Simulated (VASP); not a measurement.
# WS2 in VASP: a series of runs

Runs on WS2. Level: LDA. Tasks: single point.

Everything below comes from runs of VASP 6.6.1. Logs are shortened: lines on timing, memory, paths and dates and some standing lists are left out, and cuts for length are marked.

### 1 The cell of the first run

Symmetry: R3m, No. 160, trigonal system. Conventional cell: a = 3.158 Å, b = 3.158 Å, c = 18.675 Å, α = 90.00°, β = 90.00°, γ = 120.00°. Within 3.2 Å of W (site symmetry 3m) lie 6 S at 2.40 to 2.43 Å and 6 W at 3.16 Å. Within 3.2 Å of S (site symmetry 3m) lie 3 W at 2.40 Å and 7 S at 3.16 Å. S (site symmetry 3m) has 3 W at 2.43 Å and 7 S at 3.16 Å within 3.2 Å.

### 2 Single point, LDA (zz strain of +1 %)

INCAR

```
ALGO = Normal ; EDIFF = 1E-6
ENCUT = 520 ; ISIF = 2
ISMEAR = -1 ; LASPH = T
LCHARG = T ; LELF = T
LREAL = F ; LVHAR = T
LWAVE = F ; NBANDS = 20
NELM = 60 ; PREC = Accurate
SIGMA = 0.08
```

KPOINTS

```
k-points
0
Gamma
  13 13 13
```

POSCAR

```
WS2
1.0
    1.5790003843      0.9116362969      6.2249633000
   -1.5790003843      0.9116362969      6.2249633000
    0.0000000000     -1.8232725938      6.2249633000
W S
1 2
Direct
    0.0000000000      0.0000000000      0.0000000000
    0.7503000000      0.7503000000      0.7503000000
    0.5810000000      0.5810000000      0.5810000000
```

Potentials or basis: VASP PAW LDA potentials, release 64 (W_sv, S).

Command:

```bash
cat potpaw_LDA.64/W_sv/POTCAR potpaw_LDA.64/S/POTCAR > POTCAR
mpirun -np 1 vasp_std > vasp.out
```

OUTCAR:

```text
EDIFF = 1E-6
   ENCUT = 520
   ISIF = 2
   ISMEAR = -1
   LASPH = T
   LREAL = F
   NELM = 60
   PREC = Accurate

 ion  position               nearest neighbor table
   1  0.000  0.000  0.000-   2 2.40   2 2.40   2 2.40   3 2.43   3 2.43   3 2.43
   2  0.750  0.750  0.750-   1 2.40   1 2.40   1 2.40
   3  0.581  0.581  0.581-   1 2.43   1 2.43   1 2.43

  LATTYP: Found a trigonal (rhomboedric) cell.
 ALAT       =     6.4864852607
 COS(alpha) =     0.8814843792

  Lattice vectors:

 A1 = (   1.5790003843,   0.9116362969,   6.2249633000)
 A2 = (  -1.5790003843,   0.9116362969,   6.2249633000)
 A3 = (   0.0000000000,  -1.8232725938,   6.2249633000)

Analysis of symmetry for initial positions (statically):
=====================================================================
 Subroutine PRICEL returns:
 Original cell was already a primitive cell.

 Routine SETGRP: Setting up the symmetry group for a
 trigonal (rhombohedral) supercell.

 Subroutine GETGRP returns: Found  6 space group operations
 (whereof  6 operations were pure point group operations)
 out of a pool of 12 trial point group operations.

The static configuration has the point symmetry C_3v.

Analysis of symmetry for dynamics (positions and initial velocities):
=====================================================================
 Subroutine PRICEL returns:
 Original cell was already a primitive cell.

 Routine SETGRP: Setting up the symmetry group for a
 trigonal (rhombohedral) supercell.

 Subroutine GETGRP returns: Found  6 space group operations
 (whereof  6 operations were pure point group operations)
 out of a pool of 12 trial point group operations.

The dynamic configuration has the point symmetry C_3v.

 Subroutine INISYM returns: Found  6 space group operations
 (whereof  6 operations are pure point group operations),
 and found     1 'primitive' translations

----------------------------------------------------------------------------------------

                                     Primitive cell

  volume of cell :      53.7640

  direct lattice vectors                    reciprocal lattice vectors
     1.579000384  0.911636297  6.224963300     0.316656034  0.182821447  0.053547839
    -1.579000384  0.911636297  6.224963300    -0.316656034  0.182821447  0.053547839
     0.000000000 -1.823272594  6.224963300     0.000000000 -0.365642893  0.053547839

  length of vectors
     6.486485261  6.486485261  6.486485261     0.369543092  0.369543092  0.369543092

  position of ions in fractional coordinates (direct lattice)
     0.000000000  0.000000000  0.000000000
     0.750300000  0.750300000  0.750300000
     0.581000000  0.581000000  0.581000000

  ion indices of the primitive-cell ions
   primitive index   ion index
                 1           1
                 2           2
                 3           3

----------------------------------------------------------------------------------------

 KPOINTS: k-points

Automatic generation of k-mesh.
 Grid dimensions read from file:
 generate k-points for:   13   13   13

 Generating k-lattice:

  Cartesian coordinates                     Fractional coordinates (reciprocal lattice)
     0.024358156  0.014063188  0.004119065     0.076923077  0.000000000  0.000000000
    -0.024358156  0.014063188  0.004119065     0.000000000  0.076923077  0.000000000
     0.000000000 -0.028126376  0.004119065     0.000000000  0.000000000  0.076923077

  Length of vectors
     0.028426392  0.028426392  0.028426392

  Shift w.r.t. Gamma in fractional coordinates (k-lattice)
     0.000000000  0.000000000  0.000000000

 Subroutine IBZKPT returns following result:
 ===========================================

 Found    231 irreducible k-points:

 Following reciprocal coordinates:
            Coordinates               Weight
  0.000000  0.000000  0.000000      1.000000
  0.076923 -0.000000 -0.000000      6.000000
  0.153846  0.000000 -0.000000      6.000000
  0.230769 -0.000000  0.000000      6.000000
  0.307692  0.000000 -0.000000      6.000000
  0.384615  0.000000 -0.000000      6.000000
[... 16 lines left out ...]
  0.384615  0.153846 -0.000000     12.000000
  0.461538  0.153846 -0.000000     12.000000
 [... further k-points ...]
   k-points           NKPTS =    231   k-points in BZ     NKDIM =    231   number of bands    NBANDS=     20
   number of dos      NEDOS =    301   number of ions     NIONS =      3
   total plane-waves  NPLWV = 110592
   dimension x,y,z NGX =    48 NGY =   48 NGZ =   48
   dimension x,y,z NGXF=    96 NGYF=   96 NGZF=   96
   ions per type =               1   2
   NGX,Y,Z   is equivalent  to a cutoff of  12.30, 12.30, 12.30 a.u.
   NGXF,Y,Z  is equivalent  to a cutoff of  24.60, 24.60, 24.60 a.u.
 SYSTEM =  unknown system
   PREC   = accura    normal or accurate (medium, high low for compatibility)
   ISTART =      0    job   : 0-new  1-cont  2-samecut
   ICHARG =      2    charge: 1-file 2-atom 10-const
   ISPIN  =      1    spin polarized calculation?
   LNONCOLLINEAR =      F non collinear calculations
   LSORBIT =      F    spin-orbit coupling
   LASPH  =      T    aspherical Exc in radial PAW
   ENCUT  =  520.0 eV  38.22 Ry    6.18 a.u.  12.06 12.06 12.06*2*pi/ulx,y,z
   NELM   =     60;   NELMIN=  2; NELMDL= -5     # of ELM steps
   EDIFF  = 0.1E-05   stopping-criterion for ELM
   LREAL  =      F    real-space projection
   EDIFFG = 0.1E-04   stopping-criterion for IOM
   NSW    =      0    number of steps for IOM
   IBRION =     -1    ionic relax: 0-MD 1-quasi-New 2-CG
   NFREE  =      0    steps in history (QN), initial steepest desc. (CG)
   ISIF   =      2    stress and relaxation
   ISYM   =      2    0-nonsym 1-usesym 2-fastsym
   POTIM  = 0.5000    time-step for ionic-motion
   TEBEG  =    0.0;   TEEND  =   0.0 temperature during run
   PSTRESS=    0.0 pullay stress
   NELECT =      26.0000    total number of electrons
   NUPDOWN=      -1.0000    fix difference up-down
   EMIN   =  10.00;   EMAX   =-10.00  energy-range for DOS
   EFERMI =   0.00;   METHOD = LEGACY
   ISMEAR =    -1;   SIGMA  =   0.08  broadening in eV -4-tet -1-fermi 0-gaus
   EFERMI_NEDOS =   21; number of points for ismear=-14 and -15
   IALGO  =     38    algorithm
   IMIX   =      4    mixing-type and parameters
     AMIX     =   0.40;   BMIX     =  1.00
     AMIX_MAG =   1.60;   BMIX_MAG =  1.00
  volume/ion in A,a.u.               =      17.92       120.94
  Fermi-wavevector in a.u.,A,eV,Ry     =   1.284997  2.428291 22.466162  1.651216
  Thomas-Fermi vector in A             =   2.417157
   LORBIT       =      0    0 simple, 1 ext, 2 COOP (PROOUT), +10 PAW based schemes
   GGA     = CA    functional components
   LHFCALC =     F    Hartree Fock is set to
   AEXX    =    0.0000 exact exchange contribution
   IVDW    =     0    specifies the selected vdW correction
   LEPSILON=     F    determine dielectric tensor
   LRPA    =     F    only Hartree local field effects (RPA)
 non-spin polarized calculation
  energy-cutoff  :      520.00
  volume of cell :       53.76
 maximum number of plane-waves:      1468
   NGX = 25   NGY = 25   NGZ = 25

 number of electron      26.0000002 magnetization

 Free energy of the ion-electron system (eV)
  ---------------------------------------------------
  ext. energy  EPLUGINS =         0.00000000
  ---------------------------------------------------
  free energy    TOTEN  =       -26.22699370 eV

  energy without entropy =      -26.22696280  energy(sigma->0) =      -26.22697825

 E-fermi :   7.5708     XC(G=0): -11.1885

 val. band max:        7.1329217695   @ k =   0.4615   0.4615   0.4615
 cond. band min:       8.1683795070   @ k =  -0.1538   0.1538   0.0000
 fundamental gap:      1.0354577376
 Fermi energy:         7.5708234607

 k-point     1 :       0.0000    0.0000    0.0000
  band No.  band energies     occupation
      1     -66.9830      2.00000
      2     -31.5073      2.00000
      3     -31.3143      2.00000
      4     -31.3143      2.00000
      5      -8.2867      2.00000
      6      -6.3508      2.00000
[... 12 lines left out ...]
     19      14.9931      0.00000
     20      15.4808      0.00000

 k-point     2 :       0.0769   -0.0000   -0.0000
  band No.  band energies     occupation
      1     -66.9819      2.00000
      2     -31.5034      2.00000
      3     -31.3359      2.00000
      4     -31.3193      2.00000
      5      -8.1844      2.00000
      6      -6.3200      2.00000
[... 12 lines left out ...]
     19      15.3890      0.00000
     20      15.5891      0.00000

 k-point     3 :       0.1538    0.0000   -0.0000
  band No.  band energies     occupation
      1     -66.9788      2.00000
      2     -31.4927      2.00000
      3     -31.3951      2.00000
      4     -31.3331      2.00000
      5      -7.8901      2.00000
      6      -6.2312      2.00000
[... 12 lines left out ...]
     19      15.5966      0.00000
     20      16.1850      0.00000

 k-point     4 :       0.2308   -0.0000    0.0000
  band No.  band energies     occupation
      1     -66.9745      2.00000
      2     -31.4787      2.00000
      3     -31.4766      2.00000
      4     -31.3525      2.00000
      5      -7.4411      2.00000
      6      -6.0963      2.00000
[... 12 lines left out ...]
     19      15.5025      0.00000
     20      16.0187      0.00000

 k-point     5 :       0.3077    0.0000   -0.0000
  band No.  band energies     occupation
      1     -66.9699      2.00000
      2     -31.5642      2.00000
      3     -31.4615      2.00000
      4     -31.3731      2.00000
      5      -6.9044      2.00000
      6      -5.9382      2.00000
[... 12 lines left out ...]
     19      14.7812      0.00000
     20      15.1492      0.00000

 k-point     6 :       0.3846    0.0000   -0.0000
  band No.  band energies     occupation
      1     -66.9661      2.00000
      2     -31.6349      2.00000
      3     -31.4481      2.00000
      4     -31.3900      2.00000
      5      -6.3889      2.00000
      6      -5.7932      2.00000
[... 12 lines left out ...]
     19      13.9708      0.00000
     20      14.6042      0.00000

 k-point     7 :       0.4615   -0.0000    0.0000
  band No.  band energies     occupation
      1     -66.9640      2.00000
      2     -31.6744      2.00000
      3     -31.4405      2.00000
      4     -31.3995      2.00000
      5      -6.0544      2.00000
      6      -5.7049      2.00000
[... 12 lines left out ...]
     19      13.6596      0.00000
     20      14.4222      0.00000
[... 277 lines left out ...]
 k-point    20 :       0.1538    0.1538   -0.0000
  band No.  band energies     occupation
      1     -66.9788      2.00000
      2     -31.4927      2.00000
      3     -31.3951      2.00000
      4     -31.3331      2.00000
      5      -7.8763      2.00000
      6      -6.2578      2.00000
[... 12 lines left out ...]
     19      15.6114      0.00000
     20      16.1108      0.00000

 k-point    21 :       0.2308    0.1538    0.0000
  band No.  band energies     occupation
      1     -66.9761      2.00000
      2     -31.4833      2.00000
      3     -31.4438      2.00000
      4     -31.3487      2.00000
      5      -7.5936      2.00000
      6      -6.1831      2.00000
[... 12 lines left out ...]
     19      15.6678      0.00000
     20      15.9668      0.00000

 k-point    22 :       0.3077    0.1538   -0.0000
  band No.  band energies     occupation
      1     -66.9723      2.00000
      2     -31.5068      2.00000
      3     -31.4698      2.00000
      4     -31.3757      2.00000
      5      -7.1680      2.00000
      6      -6.0579      2.00000
[... 12 lines left out ...]
     19      15.4582      0.00000
     20      16.0524      0.00000

 k-point    23 :       0.3846    0.1538   -0.0000
  band No.  band energies     occupation
      1     -66.9682      2.00000
      2     -31.5705      2.00000
      3     -31.4555      2.00000
      4     -31.4067      2.00000
      5      -6.6665      2.00000
      6      -5.9019      2.00000
[... 12 lines left out ...]
     19      15.1283      0.00000
     20      15.6521      0.00000

 k-point    24 :       0.4615    0.1538   -0.0000
  band No.  band energies     occupation
      1     -66.9649      2.00000
      2     -31.6218      2.00000
      3     -31.4437      2.00000
      4     -31.4333      2.00000
      5      -6.1969      2.00000
      6      -5.7496      2.00000
[... 12 lines left out ...]
     19      14.8835      0.00000
     20      15.4888      0.00000

 [... further k-points ...]

------------------------ aborting loop because EDIFF is reached ----------------------------------------

  FORCE on cell =-STRESS in cart. coord.  units (eV):
  Direction    XX          YY          ZZ          XY          YZ          ZX
  --------------------------------------------------------------------------------------
  -------------------------------------------------------------------------------------
  Total       -1.5000412     -1.5000412     -1.9901642      0.0000000      0.0000000      0.0000000
  in kB      -44.7014783    -44.7014783    -59.3072257      0.0000000      0.0000000      0.0000000
  external PRESSURE =     -49.5700608 kB  Pullay stress =       0.0000000 kB

 VOLUME and BASIS-vectors are now :
 -----------------------------------------------------------------------------
  energy-cutoff  :      520.00
  volume of cell :       53.76
      direct lattice vectors                 reciprocal lattice vectors
     1.579000384  0.911636297  6.224963300     0.316656034  0.182821447  0.053547839
    -1.579000384  0.911636297  6.224963300    -0.316656034  0.182821447  0.053547839
     0.000000000 -1.823272594  6.224963300     0.000000000 -0.365642893  0.053547839

 POSITION                                       TOTAL-FORCE (eV/Angst)
 -----------------------------------------------------------------------------------
      0.00000      0.00000      0.00000         0.000000      0.000000     -0.573265
      0.00000      0.00000     14.01177         0.000000     -0.000000     -0.236701
      0.00000      0.00000     10.85011         0.000000      0.000000      0.809966
 -----------------------------------------------------------------------------------
    total drift:                                0.000000      0.000000     -0.000027

  FREE ENERGIE OF THE ION-ELECTRON SYSTEM (eV)
  ---------------------------------------------------
  free  energy   TOTEN  =       -26.2269936993 eV

  energy  without entropy=      -26.2269627972  energy(sigma->0) =      -26.22697825
```

Wall time 4.1 min (1 thread of Intel Xeon 6975P-C (Granite Rapids), shared host); peak memory 0.42 GiB.

What came out:

```
Free energy            : -26.2270 eV
Pressure               : -5.0 GPa
Largest force          : 0.810 eV/Å
Band gap on the k mesh : 1.04 eV (least direct gap 2.13 eV)
```

Forces on the atoms (eV/Å):
```
W    0.000  0.000 -0.573
S    0.000  0.000 -0.237
S    0.000  0.000  0.810
```

Stress tensor (GPa, compression positive):
```
-4.47  0.00  0.00
 0.00 -4.47  0.00
 0.00  0.00 -5.93
```

Caveat: the cell differs from its parent crystal (zz strain of +1 %); the cell stands under tension; spin-orbit coupling is left out, which moves the levels of the heavy elements.

### 3 Single point, LDA (equal xy, yz and zx shear strains of -2 %)

INCAR

```
  ALGO = Normal
  EDIFF = 1E-6
  ENCUT = 520
  ISIF = 2
  ISMEAR = -1
  LASPH = T
  LCHARG = T
  LELF = T
  LREAL = F
  LVHAR = T
  LWAVE = F
  NBANDS = 20
  NELM = 80
  PREC = Accurate
  SIGMA = 0.08
```

KPOINTS is that of step 2.

POSCAR

```
WS2
1.0
    1.5082507213      0.8342129931      6.1384236332
   -1.6497500473      0.8657930007      6.1700036409
   -0.0434005741     -1.8849058938      6.1815627259
W S
1 2
Direct
    0.0000000000      0.0000000000      0.0000000000
    0.7503000000      0.7503000000      0.7503000000
    0.5810000000      0.5810000000      0.5810000000
```

Potentials or basis: VASP PAW LDA potentials, release 64 (W_sv, S).

Command:

```bash
cat potpaw_LDA.64/W_sv/POTCAR potpaw_LDA.64/S/POTCAR > POTCAR
mpirun -np 1 vasp_std > vasp.out
```

Run time: 46 min. Hardware: 1 thread of Oxide Virtual Turin-like, shared host; peak memory 1.1 GiB.

The run converged. Its results:

```yaml
Free_energy: -26.2134 eV
Pressure: -3.0 GPa
Largest_force: 0.651 eV/Å
Band_gap_on_the_k_mesh: 0.99 eV (least direct gap 2.03 eV)
```

Forces in eV/Å, atoms in the order of the input:
```
W   -0.195 -0.032 -0.620
S    0.415  0.326  0.110
S   -0.219 -0.294  0.510
```

Stress tensor (GPa, compression positive):
```
-3.08  2.22  3.24
 2.22 -3.31  3.10
 3.24  3.10 -2.69
```

Levels at points of the mesh, in eV from the valence-band top:
```csv
k point,band 10,band 11,band 12,band 13,band 14,band 15,band 16,band 17
"(0.00, 0.00, 0.00)",-2.34,-2.26,-1.54,-1.22,2.09,2.21,2.43,2.69
```

Caveat: the cell differs from its parent crystal (equal xy, yz and zx shear strains of -2 %); the cell stands under tension; spin-orbit coupling is left out, which moves the levels of the heavy elements.
